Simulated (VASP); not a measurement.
# Nb in VASP: further runs

Nb is run at these levels: PBE; tasks: single point.

Program: VASP 6.6.1. These are calculated values, not measurements. Logs are shortened: lines on timing, memory, paths and dates and some standing lists are left out, and cuts for length are marked.

## (1) The cell of the first run

The cell holds a slab with vacuum, 6 atoms: a = 3.311 Å, b = 3.311 Å, c = 24.278 Å, α = 90.00°, β = 90.00°, γ = 90.00°.

## (2) Single point, PBE

INCAR reads:

```
SYSTEM = Nb
PREC = Accurate ; ENCUT = 520
EDIFF = 1E-6 ; ISMEAR = -1
SIGMA = 0.05 ; LREAL = .FALSE.
LASPH = .TRUE. ; NELM = 80
ALGO = Normal ; ISIF = 2
LWAVE = .FALSE. ; LCHARG = .FALSE.
LDIPOL = .TRUE. ; IDIPOL = 3
DIPOL = 0.5 0.5 0.500 ; GGA = PE
NBANDS = 48 ; EFIELD = -0.2
```

KPOINTS reads:

```
Automatic mesh
0
G
  10 10 1
  0 0 0
```

POSCAR reads:

```
Nb
1.0
    3.3112325465      0.0000000000      0.0000000000
    0.0000000000      3.3112325465      0.0000000000
    0.0000000000      0.0000000000     24.2781000000
Nb
6
Direct
    0.2500000000      0.2500000000      0.3366965614
    0.7500000000      0.7500000000      0.3971940904
    0.2500000000      0.2500000000      0.4641458600
    0.7500000000      0.7500000000      0.5358541132
    0.2500000000      0.2500000000      0.6028059262
    0.7500000000      0.7500000000      0.6633034488
```

Potentials or basis: VASP PAW PBE potentials, release 64 (Nb_sv).

The run is started by

```console
$ cat potpaw_PBE.64/Nb_sv/POTCAR > POTCAR
$ mpirun -np 1 vasp_std > vasp.out
```

OUTCAR:

```text
SYSTEM = Nb
   PREC = Accurate
   ENCUT = 520
   EDIFF = 1E-6
   ISMEAR = -1
   LREAL = .FALSE.
   LASPH = .TRUE.
   NELM = 80
   ISIF = 2
   GGA = PE

 ion  position               nearest neighbor table
   1  0.250  0.250  0.337-   2 2.76   2 2.76   2 2.76   2 2.76
   2  0.750  0.750  0.397-   1 2.76   1 2.76   1 2.76   1 2.76   3 2.85   3 2.85   3 2.85   3 2.85

   3  0.250  0.250  0.464-   2 2.85   2 2.85   2 2.85   2 2.85   4 2.92   4 2.92   4 2.92   4 2.92

   4  0.750  0.750  0.536-   5 2.85   5 2.85   5 2.85   5 2.85   3 2.92   3 2.92   3 2.92   3 2.92

   5  0.250  0.250  0.603-   6 2.76   6 2.76   6 2.76   6 2.76   4 2.85   4 2.85   4 2.85   4 2.85

   6  0.750  0.750  0.663-   5 2.76   5 2.76   5 2.76   5 2.76

  LATTYP: Found a simple tetragonal cell.
 ALAT       =     3.3112325465
 C/A-ratio  =     7.3320431770

  Lattice vectors:

 A1 = (   3.3112325465,   0.0000000000,   0.0000000000)
 A2 = (   0.0000000000,   3.3112325465,   0.0000000000)
 A3 = (   0.0000000000,   0.0000000000,  24.2781000000)

Analysis of symmetry for initial positions (statically):
=====================================================================
 Subroutine PRICEL returns:
 Original cell was already a primitive cell.

 Routine SETGRP: Setting up the symmetry group for a
 simple tetragonal supercell.

 Subroutine GETGRP returns: Found 16 space group operations
 (whereof  4 operations were pure point group operations)
 out of a pool of 16 trial point group operations.

The static configuration has the point symmetry C_2h.
 The point group associated with its full space group is D_4h.

Analysis of symmetry for dynamics (positions and initial velocities):
=====================================================================
 An external electric field (EFIELD) may reduce the allowed symmetry operations
 Subroutine PRICEL returns:
 Original cell was already a primitive cell.

 Routine SETGRP: Setting up the symmetry group for a
 simple tetragonal supercell.

 Subroutine GETGRP returns: Found  8 space group operations
 (whereof  2 operations were pure point group operations)
 out of a pool of 16 trial point group operations.

The dynamic configuration has the point symmetry C_1h.
 The point group associated with its full space group is C_4v.

 Subroutine INISYM returns: Found  8 space group operations
 (whereof  2 operations are pure point group operations),
 and found     1 'primitive' translations

----------------------------------------------------------------------------------------

                                     Primitive cell

  volume of cell :     266.1914

  direct lattice vectors                    reciprocal lattice vectors
     3.311232546  0.000000000  0.000000000     0.302002347  0.000000000  0.000000000
     0.000000000  3.311232546  0.000000000     0.000000000  0.302002347  0.000000000
     0.000000000  0.000000000 24.278100000     0.000000000  0.000000000  0.041189385

  length of vectors
     3.311232546  3.311232546 24.278100000     0.302002347  0.302002347  0.041189385

  position of ions in fractional coordinates (direct lattice)
     0.250000000  0.250000000  0.336696561
     0.750000000  0.750000000  0.397194090
     0.250000000  0.250000000  0.464145860
     0.750000000  0.750000000  0.535854113
     0.250000000  0.250000000  0.602805926
     0.750000000  0.750000000  0.663303449

  ion indices of the primitive-cell ions
   primitive index   ion index
                 1           1
                 2           2
                 3           3
                 4           4
                 5           5
                 6           6

----------------------------------------------------------------------------------------

 KPOINTS: Automatic mesh

Automatic generation of k-mesh.
 Grid dimensions read from file:
 generate k-points for:   10   10    1

 Generating k-lattice:

  Cartesian coordinates                     Fractional coordinates (reciprocal lattice)
     0.030200235  0.000000000  0.000000000     0.100000000  0.000000000  0.000000000
     0.000000000  0.030200235  0.000000000     0.000000000  0.100000000  0.000000000
     0.000000000  0.000000000  0.041189385     0.000000000  0.000000000  1.000000000

  Length of vectors
     0.030200235  0.030200235  0.041189385

  Shift w.r.t. Gamma in fractional coordinates (k-lattice)
     0.000000000  0.000000000  0.000000000

 Subroutine IBZKPT returns following result:
 ===========================================

 Found     21 irreducible k-points:

 Following reciprocal coordinates:
            Coordinates               Weight
  0.000000  0.000000  0.000000      1.000000
  0.100000  0.000000  0.000000      4.000000
  0.200000  0.000000  0.000000      4.000000
  0.300000  0.000000  0.000000      4.000000
  0.400000  0.000000  0.000000      4.000000
  0.500000  0.000000  0.000000      2.000000
[... 13 lines left out ...]
  0.500000  0.400000  0.000000      4.000000
  0.500000  0.500000  0.000000      1.000000
   k-points           NKPTS =     21   k-points in BZ     NKDIM =     21   number of bands    NBANDS=     48
   number of dos      NEDOS =    301   number of ions     NIONS =      6
   total plane-waves  NPLWV = 150528
   dimension x,y,z NGX =    28 NGY =   28 NGZ =  192
   dimension x,y,z NGXF=    56 NGYF=   56 NGZF=  384
   ions per type =               6
   NGX,Y,Z   is equivalent  to a cutoff of  14.06, 14.06, 13.15 a.u.
   NGXF,Y,Z  is equivalent  to a cutoff of  28.12, 28.12, 26.29 a.u.
 SYSTEM =  Nb
   PREC   = accura    normal or accurate (medium, high low for compatibility)
   ISTART =      0    job   : 0-new  1-cont  2-samecut
   ICHARG =      2    charge: 1-file 2-atom 10-const
   ISPIN  =      1    spin polarized calculation?
   LNONCOLLINEAR =      F non collinear calculations
   LSORBIT =      F    spin-orbit coupling
   LASPH  =      T    aspherical Exc in radial PAW
   ENCUT  =  520.0 eV  38.22 Ry    6.18 a.u.   6.16  6.16 45.14*2*pi/ulx,y,z
   NELM   =     80;   NELMIN=  2; NELMDL= -5     # of ELM steps
   EDIFF  = 0.1E-05   stopping-criterion for ELM
   LREAL  =      F    real-space projection
   EDIFFG = 0.1E-04   stopping-criterion for IOM
   NSW    =      0    number of steps for IOM
   IBRION =     -1    ionic relax: 0-MD 1-quasi-New 2-CG
   NFREE  =      0    steps in history (QN), initial steepest desc. (CG)
   ISIF   =      2    stress and relaxation
   ISYM   =      2    0-nonsym 1-usesym 2-fastsym
   POTIM  = 0.5000    time-step for ionic-motion
   TEBEG  =    0.0;   TEEND  =   0.0 temperature during run
   PSTRESS=    0.0 pullay stress
   NELECT =      78.0000    total number of electrons
   NUPDOWN=      -1.0000    fix difference up-down
   EMIN   =  10.00;   EMAX   =-10.00  energy-range for DOS
   EFERMI =   0.00;   METHOD = LEGACY
   ISMEAR =    -1;   SIGMA  =   0.05  broadening in eV -4-tet -1-fermi 0-gaus
   EFERMI_NEDOS =   21; number of points for ismear=-14 and -15
   IALGO  =     38    algorithm
   IMIX   =      4    mixing-type and parameters
     AMIX     =   0.40;   BMIX     =  1.00
     AMIX_MAG =   1.60;   BMIX_MAG =  1.00
  volume/ion in A,a.u.               =      44.37       299.39
  Fermi-wavevector in a.u.,A,eV,Ry     =   1.087364  2.054820 16.086995  1.182361
  Thomas-Fermi vector in A             =   2.223522
   LORBIT       =      0    0 simple, 1 ext, 2 COOP (PROOUT), +10 PAW based schemes
   GGA     = PE    functional components
   LHFCALC =     F    Hartree Fock is set to
   AEXX    =    0.0000 exact exchange contribution
   IVDW    =     0    specifies the selected vdW correction
   LEPSILON=     F    determine dielectric tensor
   LRPA    =     F    only Hartree local field effects (RPA)
 non-spin polarized calculation
  energy-cutoff  :      520.00
  volume of cell :      266.19
 maximum number of plane-waves:      7208
 NGX is ok and might be reduce to    28
   NGX = 13   NGY = 13   NGZ = 91

 dipolmoment           0.000000      0.000000      0.257292 electrons x Angstroem

 number of electron      78.0000005 magnetization

 dipolmoment           0.000000      0.000000     -0.152061 electrons x Angstroem

 Free energy of the ion-electron system (eV)
  ---------------------------------------------------
  ext. energy  EPLUGINS =         0.00000000
  ---------------------------------------------------
  free energy    TOTEN  =       -58.17914732 eV

  energy without entropy =      -58.13540154  energy(sigma->0) =      -58.15727443

 E-fermi :   2.6260     XC(G=0):  -5.9916

 val. band max:        2.6249832087   @ k =   0.4000   0.4000   0.0000
 cond. band min:       2.6355678411   @ k =   0.1000   0.0000   0.0000
 fundamental gap:      0.0105846324
 Fermi energy:         2.6259652435

 k-point     1 :       0.0000    0.0000    0.0000
  band No.  band energies     occupation
      1     -52.3718      2.00000
      2     -52.3670      2.00000
      3     -51.8966      2.00000
      4     -51.7514      2.00000
      5     -51.5279      2.00000
      6     -51.5082      2.00000
[... 40 lines left out ...]
     47       4.1926      0.00000
     48       4.2281      0.00000

 k-point     2 :       0.1000    0.0000    0.0000
  band No.  band energies     occupation
      1     -52.3673      2.00000
      2     -52.3625      2.00000
      3     -51.8889      2.00000
      4     -51.7494      2.00000
      5     -51.5311      2.00000
      6     -51.5137      2.00000
[... 40 lines left out ...]
     47       4.4520      0.00000
     48       4.6828      0.00000

 k-point     3 :       0.2000    0.0000    0.0000
  band No.  band energies     occupation
      1     -52.3556      2.00000
      2     -52.3508      2.00000
      3     -51.8669      2.00000
      4     -51.7444      2.00000
      5     -51.5403      2.00000
      6     -51.5290      2.00000
[... 40 lines left out ...]
     47       4.6106      0.00000
     48       4.6200      0.00000

 k-point     4 :       0.3000    0.0000    0.0000
  band No.  band energies     occupation
      1     -52.3410      2.00000
      2     -52.3361      2.00000
      3     -51.8340      2.00000
      4     -51.7402      2.00000
      5     -51.5535      2.00000
      6     -51.5499      2.00000
[... 805 lines left out ...]
     47       5.5646      0.00000
     48       5.8437      0.00000

 k-point    20 :       0.5000    0.4000    0.0000
  band No.  band energies     occupation
      1     -52.3077      2.00000
      2     -52.3027      2.00000
      3     -51.7467      2.00000
      4     -51.7451      2.00000
      5     -51.5559      2.00000
      6     -51.5558      2.00000
[... 40 lines left out ...]
     47       5.7838      0.00000
     48       5.7850      0.00000

 k-point    21 :       0.5000    0.5000    0.0000
  band No.  band energies     occupation
      1     -52.3059      2.00000
      2     -52.3010      2.00000
      3     -51.7449      2.00000
      4     -51.7433      2.00000
      5     -51.5540      2.00000
      6     -51.5539      2.00000
[... 40 lines left out ...]
     47       5.8968      0.00000
     48       5.9514      0.00000

------------------------ aborting loop because EDIFF is reached ----------------------------------------

 vacuum level on the upper side and lower side of the slab       (xc-potential included)         0.994        -1.340

  FORCE on cell =-STRESS in cart. coord.  units (eV):
  Direction    XX          YY          ZZ          XY          YZ          ZX
  --------------------------------------------------------------------------------------
  -------------------------------------------------------------------------------------
  Total       -1.8227481     -1.8227481     -0.2917784     -0.0000000     -0.0000000      0.0000000
  in kB      -10.9709235    -10.9709235     -1.7561826     -0.0000000     -0.0000000      0.0000000
  external PRESSURE =      -7.8993432 kB  Pullay stress =       0.0000000 kB

 VOLUME and BASIS-vectors are now :
 -----------------------------------------------------------------------------
  energy-cutoff  :      520.00
  volume of cell :      266.19
      direct lattice vectors                 reciprocal lattice vectors
     3.311232546  0.000000000  0.000000000     0.302002347  0.000000000  0.000000000
     0.000000000  3.311232546  0.000000000     0.000000000  0.302002347  0.000000000
     0.000000000  0.000000000 24.278100000     0.000000000  0.000000000  0.041189385

 POSITION                                       TOTAL-FORCE (eV/Angst)
 -----------------------------------------------------------------------------------
      0.82781      0.82781      8.17435        -0.000000     -0.000000      0.011123
      2.48342      2.48342      9.64312         0.000000     -0.000000      0.018419
      0.82781      0.82781     11.26858         0.000000     -0.000000     -0.005707
      2.48342      2.48342     13.00952         0.000000     -0.000000      0.005455
      0.82781      0.82781     14.63498        -0.000000     -0.000000     -0.003422
      2.48342      2.48342     16.10375         0.000000      0.000000     -0.025869
 -----------------------------------------------------------------------------------
    total drift:                                0.000000     -0.000000      0.000322

  FREE ENERGIE OF THE ION-ELECTRON SYSTEM (eV)
  ---------------------------------------------------
  free  energy   TOTEN  =       -58.1791473157 eV

  energy  without entropy=      -58.1354015408  energy(sigma->0) =      -58.15727443

 vacuum level on the upper side and lower side of the slab         7.212         4.930
```

It took 8.1 min on 1 thread of Intel Xeon Platinum 8488C (Sapphire Rapids), shared host; peak memory 0.48 GiB.

Results:

| Quantity | Value |
| --- | --- |
| Free energy | -58.1791 eV |
| Largest force | 0.026 eV/Å |
| Band gap on the k mesh | zero (band 39 reaches 3.08 eV, above the bottom of band 40 at 2.11 eV) |

Forces in eV/Å, atoms in the order of the input:
```
Nb   0.000  0.000  0.011
Nb   0.000  0.000  0.018
Nb   0.000  0.000 -0.006
Nb   0.000  0.000  0.005
Nb   0.000  0.000 -0.003
Nb   0.000  0.000 -0.026
```

Levels at points of the mesh, in eV from the Fermi level:
| k point | band 36 | band 37 | band 38 | band 39 | band 40 | band 41 | band 42 | band 43 |
| --- | --- | --- | --- | --- | --- | --- | --- | --- |
| (0.00, 0.00, 0.00) | 0.09 | 0.16 | 0.16 | 0.16 | 0.31 | 0.31 | 0.35 | 0.48 |
| (0.50, 0.00, 0.00) | -1.10 | -0.60 | -0.60 | 0.33 | 0.33 | 0.34 | 0.34 | 1.64 |
| (0.50, 0.50, 0.00) | -1.34 | -0.77 | -0.77 | 0.45 | 0.45 | 2.12 | 2.12 | 2.27 |

## (3) Single point, PBE

INCAR reads:

```
SYSTEM = Nb
ALGO = Normal
EDIFF = 1E-6
ENCUT = 520
GGA = PE
ISIF = 2
ISMEAR = -1
LASPH = .True.
LCHARG = .False.
LREAL = .False.
LWAVE = .False.
NBANDS = 48
NELM = 60
PREC = Accurate
SIGMA = 0.05
```

KPOINTS reads:

```
k-points
0
Gamma
  10 10 1
  0 0 0
```

POSCAR is that of step 2.

Potentials or basis: VASP PAW PBE potentials, release 64 (Nb_sv).

The run is started by

```console
$ cat potpaw_PBE.64/Nb_sv/POTCAR > POTCAR
$ mpirun -np 1 vasp_std > vasp.out
```

Run time: 13 min. Hardware: 1 thread of Oxide Virtual Turin-like, shared host; peak memory 0.45 GiB.

Results (log left out):

```yaml
Free_energy: -58.1640 eV
Largest_force: 0.021 eV/Å
Band_gap_on_the_k_mesh: zero (band 39 reaches 3.08 eV, above the bottom of band 40 at 2.12 eV)
```

Forces on the atoms (eV/Å):
```
Nb   0.000  0.000  0.021
Nb   0.000  0.000  0.010
Nb   0.000  0.000 -0.006
Nb   0.000  0.000  0.006
Nb   0.000  0.000 -0.010
Nb   0.000  0.000 -0.021
```

Levels at points of the mesh, in eV from the Fermi level:
```
           k point  band 36  band 37  band 38  band 39  band 40  band 41  band 42  band 43
(0.00, 0.00, 0.00)     0.09     0.11     0.16     0.16     0.31     0.31     0.35     0.48
(0.50, 0.00, 0.00)    -1.10    -0.60    -0.60     0.33     0.33     0.34     0.34     1.64
(0.50, 0.50, 0.00)    -1.34    -0.77    -0.77     0.45     0.45     2.12     2.12     2.27
```
